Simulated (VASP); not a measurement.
# TaN (P-6m2) in VASP: further runs

TaN is run at these levels: PBE0, PBEsol, BLYP+D4, LDA, PBEsol+U; tasks: single point.

All numbers are computed with VASP 6.6.1; they aren't measurements. Logs are shortened: lines on timing, memory, paths and dates and some standing lists are left out, and cuts for length are marked.

### 1 The cell of the first run

The structure is hexagonal, space group P-6m2 (No. 187). Conventional cell: a = 2.898 Å, b = 2.898 Å, c = 2.844 Å, α = 90.00°, β = 90.00°, γ = 120.00°. Within 2.9 Å of Ta (site symmetry -6m2) lie 6 N at 2.20 Å and 8 Ta at 2.84 to 2.90 Å. Within 2.9 Å of N (site symmetry -6m2) lie 6 Ta at 2.20 Å and 8 N at 2.84 to 2.90 Å.

### 2 Single point, PBE0

Input file POSCAR:

```
TaN
1.0
    2.8982924298      0.0000000000      0.0000000000
   -1.4491462149      2.5099948717      0.0000000000
    0.0000000000      0.0000000000      2.8440357641
Ta N
1 1
Direct
    0.0000000000      0.0000000000      0.5000000000
    0.6666666667      0.3333333333      0.0000000000
```

Input file INCAR.step1:

```
SYSTEM = TaN
PREC     = Accurate       ! precision mode
ENCUT    = 520            ! plane-wave cutoff, eV
EDIFF    = 1E-5           ! SCF threshold, eV
ISMEAR   = -1             ! smearing method
SIGMA    = 0.05           ! smearing width, eV
LREAL    = .FALSE.        ! projectors in reciprocal space
LASPH    = .TRUE.         ! aspherical terms in the spheres
NELM     = 100            ! most SCF steps
ALGO     = Normal         ! electronic algorithm
ISIF     = 2              ! what is computed and relaxed
LWAVE    = .TRUE.         ! write WAVECAR
LCHARG   = .FALSE.        ! write CHGCAR
GGA      = PE             ! functional
NBANDS   = 15             ! bands
```

Input file INCAR.step2:

```
SYSTEM = TaN
PREC     = Accurate       ! precision mode
ENCUT    = 520            ! plane-wave cutoff, eV
EDIFF    = 1E-6           ! SCF threshold, eV
ISMEAR   = -1             ! smearing method
SIGMA    = 0.05           ! smearing width, eV
LREAL    = .FALSE.        ! projectors in reciprocal space
LASPH    = .TRUE.         ! aspherical terms in the spheres
NELM     = 100            ! most SCF steps
ALGO     = Normal         ! electronic algorithm
ISIF     = 2              ! what is computed and relaxed
LWAVE    = .FALSE.        ! write WAVECAR
LCHARG   = .FALSE.        ! write CHGCAR
GGA      = PE             ! functional
LHFCALC  = .TRUE.         ! exact exchange
AEXX     = 0.25           ! exact-exchange fraction
PRECFOCK = Normal       
ISTART   = 1            
NBANDS   = 15             ! bands
```

Input file KPOINTS:

```
Automatic mesh
0
G
  6 6 6
  0 0 0
```

Potentials or basis: VASP PAW PBE potentials, release 64 (Ta_pv, N).

The run is started by

```bash
> cat potpaw_PBE.64/Ta_pv/POTCAR potpaw_PBE.64/N/POTCAR > POTCAR
> cp INCAR.step1 INCAR
> mpirun -np 1 vasp_std > vasp.out
> cp INCAR.step2 INCAR
> mpirun -np 1 vasp_std > vasp.out
```

OUTCAR:

```text
SYSTEM = TaN
   PREC = Accurate
   ENCUT = 520
   EDIFF = 1E-6
   ISMEAR = -1
   LREAL = .FALSE.
   LASPH = .TRUE.
   NELM = 100
   ISIF = 2
   GGA = PE
   LHFCALC = .TRUE.
   AEXX = 0.25
   PRECFOCK = Normal
   ISTART = 1

 ion  position               nearest neighbor table
   1  0.000  0.000  0.500-   2 2.20   2 2.20   2 2.20   2 2.20   2 2.20   2 2.20
   2  0.667  0.333  0.000-   1 2.20   1 2.20   1 2.20   1 2.20   1 2.20   1 2.20

  LATTYP: Found a hexagonal cell.
 ALAT       =     2.8982924298
 C/A-ratio  =     0.9812797821

  Lattice vectors:

 A1 = (   2.8982924298,   0.0000000000,   0.0000000000)
 A2 = (  -1.4491462149,   2.5099948717,   0.0000000000)
 A3 = (   0.0000000000,   0.0000000000,   2.8440357641)

Analysis of symmetry for initial positions (statically):
=====================================================================
 Subroutine PRICEL returns:
 Original cell was already a primitive cell.

 Routine SETGRP: Setting up the symmetry group for a
 hexagonal supercell.

 Subroutine GETGRP returns: Found 12 space group operations
 (whereof 12 operations were pure point group operations)
 out of a pool of 24 trial point group operations.

The static configuration has the point symmetry D_3h.

Analysis of symmetry for dynamics (positions and initial velocities):
=====================================================================
 Subroutine PRICEL returns:
 Original cell was already a primitive cell.

 Routine SETGRP: Setting up the symmetry group for a
 hexagonal supercell.

 Subroutine GETGRP returns: Found 12 space group operations
 (whereof 12 operations were pure point group operations)
 out of a pool of 24 trial point group operations.

The dynamic configuration has the point symmetry D_3h.

 Subroutine INISYM returns: Found 12 space group operations
 (whereof 12 operations are pure point group operations),
 and found     1 'primitive' translations

----------------------------------------------------------------------------------------

                                     Primitive cell

  volume of cell :      20.6895

  direct lattice vectors                    reciprocal lattice vectors
     2.898292430  0.000000000  0.000000000     0.345030746  0.199203594  0.000000000
    -1.449146215  2.509994872  0.000000000     0.000000000  0.398407189  0.000000000
     0.000000000  0.000000000  2.844035764     0.000000000  0.000000000  0.351613019

  length of vectors
     2.898292430  2.898292430  2.844035764     0.398407188  0.398407189  0.351613019

  position of ions in fractional coordinates (direct lattice)
     0.000000000  0.000000000  0.500000000
     0.666666667  0.333333333  0.000000000

  ion indices of the primitive-cell ions
   primitive index   ion index
                 1           1
                 2           2

----------------------------------------------------------------------------------------

 KPOINTS: Automatic mesh

Automatic generation of k-mesh.
 Grid dimensions read from file:
 generate k-points for:    6    6    6

 Generating k-lattice:

  Cartesian coordinates                     Fractional coordinates (reciprocal lattice)
     0.057505124  0.033200599  0.000000000     0.166666667 -0.000000000  0.000000000
     0.000000000  0.066401198  0.000000000     0.000000000  0.166666667  0.000000000
     0.000000000  0.000000000  0.058602170     0.000000000  0.000000000  0.166666667

  Length of vectors
     0.066401198  0.066401198  0.058602170

  Shift w.r.t. Gamma in fractional coordinates (k-lattice)
     0.000000000  0.000000000  0.000000000

 Subroutine IBZKPT returns following result:
 ===========================================

 Found     28 irreducible k-points:

 Following reciprocal coordinates:
            Coordinates               Weight
  0.000000  0.000000  0.000000      1.000000
  0.166667  0.000000  0.000000      6.000000
  0.333333 -0.000000  0.000000      6.000000
  0.500000 -0.000000  0.000000      3.000000
  0.166667  0.166667  0.000000      6.000000
  0.333333  0.166667  0.000000     12.000000
[... 16 lines left out ...]
  0.166667  0.000000  0.500000      6.000000
  0.333333 -0.000000  0.500000      6.000000
 [... further k-points ...]
   k-points           NKPTS =     28   k-points in BZ     NKDIM =    216   number of bands    NBANDS=     15
   number of dos      NEDOS =    301   number of ions     NIONS =      2
   total plane-waves  NPLWV =  13824
   dimension x,y,z NGX =    24 NGY =   24 NGZ =   24
   dimension x,y,z NGXF=    48 NGYF=   48 NGZF=   48
   ions per type =               1   1
   NGX,Y,Z   is equivalent  to a cutoff of  13.77, 13.77, 14.03 a.u.
   NGXF,Y,Z  is equivalent  to a cutoff of  27.53, 27.53, 28.06 a.u.
 SYSTEM =  TaN
   PREC   = accura    normal or accurate (medium, high low for compatibility)
   ISTART =      1    job   : 0-new  1-cont  2-samecut
   ICHARG =      0    charge: 1-file 2-atom 10-const
   ISPIN  =      1    spin polarized calculation?
   LNONCOLLINEAR =      F non collinear calculations
   LSORBIT =      F    spin-orbit coupling
   LASPH  =      T    aspherical Exc in radial PAW
   ENCUT  =  520.0 eV  38.22 Ry    6.18 a.u.   5.39  5.39  5.29*2*pi/ulx,y,z
   NELM   =    100;   NELMIN=  2; NELMDL=  0     # of ELM steps
   EDIFF  = 0.1E-05   stopping-criterion for ELM
   LREAL  =      F    real-space projection
   EDIFFG = 0.1E-04   stopping-criterion for IOM
   NSW    =      0    number of steps for IOM
   IBRION =     -1    ionic relax: 0-MD 1-quasi-New 2-CG
   NFREE  =      0    steps in history (QN), initial steepest desc. (CG)
   ISIF   =      2    stress and relaxation
   ISYM   =      3    0-nonsym 1-usesym 2-fastsym
   POTIM  = 0.5000    time-step for ionic-motion
   TEBEG  =    0.0;   TEEND  =   0.0 temperature during run
   PSTRESS=    0.0 pullay stress
   NELECT =      16.0000    total number of electrons
   NUPDOWN=      -1.0000    fix difference up-down
   EMIN   =  10.00;   EMAX   =-10.00  energy-range for DOS
   EFERMI =   0.00;   METHOD = LEGACY
   ISMEAR =    -1;   SIGMA  =   0.05  broadening in eV -4-tet -1-fermi 0-gaus
   EFERMI_NEDOS =   21; number of points for ismear=-14 and -15
   IALGO  =     38    algorithm
   IMIX   =      1    mixing-type and parameters
     AMIX     =   0.40;   BMIX     =  1.00
     AMIX_MAG =   1.60;   BMIX_MAG =  1.00
  volume/ion in A,a.u.               =      10.34        69.81
  Fermi-wavevector in a.u.,A,eV,Ry     =   1.502674  2.839642 30.722355  2.258029
  Thomas-Fermi vector in A             =   2.613884
   LORBIT       =      0    0 simple, 1 ext, 2 COOP (PROOUT), +10 PAW based schemes
   GGA     = PE    functional components
   LHFCALC =     T    Hartree Fock is set to
   PRECFOCK=normal    Normal, Fast or Accurate (Low or Medium for compatibility)
   ENCUT4O =  -1.0   cutoff for four orbital integrals eV
   NKREDX  =     1    reduce k-point grid by
   NKREDY  =     1    reduce k-point grid by
   NKREDZ  =     1    reduce k-point grid by
   AEXX    =    0.2500 exact exchange contribution
   HFSCREEN=    0.0000 screening length (either q_TF or 0.3 A-1)
   HFSCREENC=   0.0000 screening length for correlation (either q_TF or 0.3 A-1)
   ENCUTFOCK=  -1.0 apply spherical cutoff to Coloumb kernel
   IVDW    =     0    specifies the selected vdW correction
   LEPSILON=     F    determine dielectric tensor
   LRPA    =     F    only Hartree local field effects (RPA)
 non-spin polarized calculation
  energy-cutoff  :      520.00
  volume of cell :       20.69
 maximum number of plane-waves:       580
 NGX is ok and might be reduce to    24
  NGX = 18; NGY = 18; NGZ = 16

 number of electron      15.9999999 magnetization

 Free energy of the ion-electron system (eV)
  ---------------------------------------------------
  ext. energy  EPLUGINS =         0.00000000
  ---------------------------------------------------
  free energy    TOTEN  =       -28.11422016 eV

  energy without entropy =      -28.11317885  energy(sigma->0) =      -28.11369951

 E-fermi :   9.1995     XC(G=0): -10.6511

 val. band max:        8.3976380852   @ k =   0.0000   0.0000   0.5000
 cond. band min:       9.2535742144   @ k =   0.0000   0.0000   0.3333
 fundamental gap:      0.8559361292
 Fermi energy:         9.1995140591

 k-point     1 :       0.0000    0.0000    0.0000
  band No.  band energies     occupation
      1     -29.0860      2.00000
      2     -28.7718      2.00000
      3     -28.7718      2.00000
      4     -12.1979      2.00000
      5       2.6217      2.00000
      6       2.6217      2.00000
      7       3.0881      2.00000
      8       4.5486      2.00000
      9      12.0634      0.00000
     10      13.4576      0.00000
     11      13.4577      0.00000
     12      14.0356      0.00000
     13      14.0356      0.00000
     14      23.3721      0.00000
     15      24.4666      0.00000

 k-point     2 :       0.1667    0.0000    0.0000
  band No.  band energies     occupation
      1     -29.1384      2.00000
      2     -29.0369      2.00000
      3     -28.8488      2.00000
      4     -11.5603      2.00000
      5       1.1305      2.00000
      6       3.0844      2.00000
      7       3.7433      2.00000
      8       3.8526      2.00000
      9      12.2524      0.00000
     10      13.5789      0.00000
     11      13.7159      0.00000
     12      14.0676      0.00000
     13      14.7230      0.00000
     14      23.3258      0.00000
     15      24.4642      0.00000
[... 365 lines left out ...]
      3     -28.7381      2.00000
      4      -9.2840      2.00000
      5      -1.9229      2.00000
      6       2.8586      2.00000
      7       2.8818      2.00000
      8       6.6772      2.00000
      9      10.1184      0.00000
     10      12.8469      0.00000
     11      13.4719      0.00000
     12      14.3698      0.00000
     13      20.4210      0.00000
     14      20.5975      0.00000
     15      24.4625      0.00000

 k-point    24 :       0.3333   -0.0000    0.5000
  band No.  band energies     occupation
      1     -30.0147      2.00000
      2     -29.6037      2.00000
      3     -28.8706      2.00000
      4      -9.7516      2.00000
      5      -0.6832      2.00000
      6       1.4547      2.00000
      7       1.7768      2.00000
      8       6.3685      2.00000
      9      13.0994      0.00000
     10      13.5171      0.00000
     11      15.2105      0.00000
     12      16.5789      0.00000
     13      21.5688      0.00000
     14      22.9990      0.00000
     15      24.4625      0.00000

 [... further k-points ...]

------------------------ aborting loop because EDIFF is reached ----------------------------------------

  FORCE on cell =-STRESS in cart. coord.  units (eV):
  Direction    XX          YY          ZZ          XY          YZ          ZX
  --------------------------------------------------------------------------------------
  -------------------------------------------------------------------------------------
  Total        1.4710500      1.4710500      1.7185175      0.0000000      0.0000000      0.0000000
  in kB      113.9168400    113.9168400    133.0805091      0.0000000      0.0000000      0.0000000
  external PRESSURE =     120.3047297 kB  Pullay stress =       0.0000000 kB

 VOLUME and BASIS-vectors are now :
 -----------------------------------------------------------------------------
  energy-cutoff  :      520.00
  volume of cell :       20.69
      direct lattice vectors                 reciprocal lattice vectors
     2.898292430  0.000000000  0.000000000     0.345030746  0.199203594  0.000000000
    -1.449146215  2.509994872  0.000000000     0.000000000  0.398407189  0.000000000
     0.000000000  0.000000000  2.844035764     0.000000000  0.000000000  0.351613019

 POSITION                                       TOTAL-FORCE (eV/Angst)
 -----------------------------------------------------------------------------------
      0.00000      0.00000      1.42202         0.000000      0.000000      0.000000
      1.44915      0.83666      0.00000        -0.000000     -0.000000      0.000000
 -----------------------------------------------------------------------------------
    total drift:                                0.000002      0.000036     -0.000001

  FREE ENERGIE OF THE ION-ELECTRON SYSTEM (eV)
  ---------------------------------------------------
  free  energy   TOTEN  =       -28.1142201613 eV

  energy  without entropy=      -28.1131788493  energy(sigma->0) =      -28.11369951
```

It took 61 min on 1 thread of Intel Xeon 8259CL, shared host; peak memory 0.16 GiB.

Results:

* Free energy: -28.1142 eV
* Pressure: 12.0 GPa
* Band gap on the k mesh: zero (bands 8 and 9 overlap by 0.86 eV)

Stress tensor (GPa, compression positive):
```
11.39  0.00  0.00
 0.00 11.39  0.00
 0.00  0.00 13.31
```

Levels at points of the mesh, in eV from the Fermi level:
| k point | band 6 | band 7 | band 8 | band 9 | band 10 | band 11 |
| --- | --- | --- | --- | --- | --- | --- |
| (0.00, 0.00, 0.00) | -6.58 | -6.11 | -4.65 | 2.86 | 4.26 | 4.26 |
| (0.50, 0.00, 0.00) | -7.27 | -5.25 | -4.98 | 3.67 | 4.76 | 6.13 |
| (0.00, 0.00, 0.50) | -5.59 | -5.59 | -0.80 | -0.80 | 2.59 | 3.93 |
| (0.50, 0.00, 0.50) | -8.38 | -7.87 | -1.71 | 5.02 | 6.21 | 6.94 |

Caveat: the k points lie up to 0.42 Å⁻¹ apart, too coarse for converged energies and pressures of a metal; the PAW data sets were made with another functional, which shifts forces and pressure a little; spin-orbit coupling is left out, which moves the levels of the heavy elements.

[end of part 1 of 2]

The gap in the log of VASP goes by the Fermi energy; the results here count the filled bands.